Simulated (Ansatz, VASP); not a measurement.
**Two plane-wave programs on Al3Si2F**

Contents of INCAR:

```
PREC = Accurate ; ENCUT = 520
EDIFF = 1E-6 ; ISMEAR = 0
SIGMA = 0.2 ; LREAL = F
LASPH = T ; NELM = 100
ALGO = Normal ; ISIF = 2
LWAVE = F ; LCHARG = F
GGA = PE ; NBANDS = 36
```

Contents of KPOINTS:

```
regular mesh
0
Gamma
  8 4 4
```

Contents of POSCAR:

```
Al3Si2F
1.0
    2.8392525483      0.0000000000      0.0000000000
    0.0000000000      7.6761870344      0.0000000000
    0.0000000000      0.0000000000      9.3023997493
Al Si F
6 4 2
Direct
    0.5000000000      0.0000000000      0.9808325378
    0.5000000000      0.5000000000      0.9808325378
    0.5000000000      0.0000000000      0.2641209162
    0.5000000000      0.5000000000      0.2641209162
    0.5000000000      0.2500000000      0.6237232257
    0.5000000000      0.7500000000      0.6237232257
    0.0000000000      0.2500000000      0.8634076203
    0.0000000000      0.7500000000      0.8634076203
    0.0000000000      0.0000000000      0.5046937063
    0.0000000000      0.5000000000      0.5046937063
    0.5000000000      0.2500000000      0.2632220537
    0.5000000000      0.7500000000      0.2632220537
```

Input for Ansatz:

```yaml
crystal:
  lattice:
    - [2.8392525483, 0.0, 0.0]
    - [0.0, 7.6761870344, 0.0]
    - [0.0, 0.0, 9.3023997493]
  atoms:
    - { symbol: Al, position: [0.5, 0.0, 0.9808325378] }
    - { symbol: Al, position: [0.5, 0.5, 0.9808325378] }
    - { symbol: Al, position: [0.5, 0.0, 0.2641209162] }
    - { symbol: Al, position: [0.5, 0.5, 0.2641209162] }
    - { symbol: Al, position: [0.5, 0.25, 0.6237232257] }
    - { symbol: Al, position: [0.5, 0.75, 0.6237232257] }
    - { symbol: Si, position: [0.0, 0.25, 0.8634076203] }
    - { symbol: Si, position: [0.0, 0.75, 0.8634076203] }
    - { symbol: Si, position: [0.0, 0.0, 0.5046937063] }
    - { symbol: Si, position: [0.0, 0.5, 0.5046937063] }
    - { symbol: F, position: [0.5, 0.25, 0.2632220537] }
    - { symbol: F, position: [0.5, 0.75, 0.2632220537] }
basis:
  ecutwfc: 420
kpoints:
  mp_grid: { grid: [8, 4, 4] }
hamiltonian:
  xc: pbe
scf:
  occupations: { method: gaussian, width: 0.2 }
  lower_state_search: "off"
output:
  forces: true
  stress: true
  eigenvalues: true
```

Alike in both runs: task single point; functional PBE; k mesh 8 × 4 × 4; occupations gaussian, width 0.2 eV; no spin polarisation.

```csv
,VASP,Ansatz
version,VASP 6.6.1,Ansatz 0.2.0
potentials or method,"VASP PAW PBE potentials, release 64 (Al, Si, F), cutoff 520 eV","scalar-relativistic, plane waves, PAW"
valence electrons in the cell,48,48
```

```csv
,VASP,Ansatz,Ansatz less VASP
gap on the k mesh at the Fermi level (eV),none,none,-
pressure (GPa),0.1,0.2,+0.08
"traceless stress, the component that is largest in VASP (GPa)",1.40,1.41,+0.018
rms of the force components (eV/Å),0.028,0.028,0.0000
```

Atom by atom the forces differ by 0.000 eV/Å (rms over components). A gap of «none» marks a metal or a gap that the smearing closes. The functional is the same, so the differences come from potentials, cutoffs and numerics.
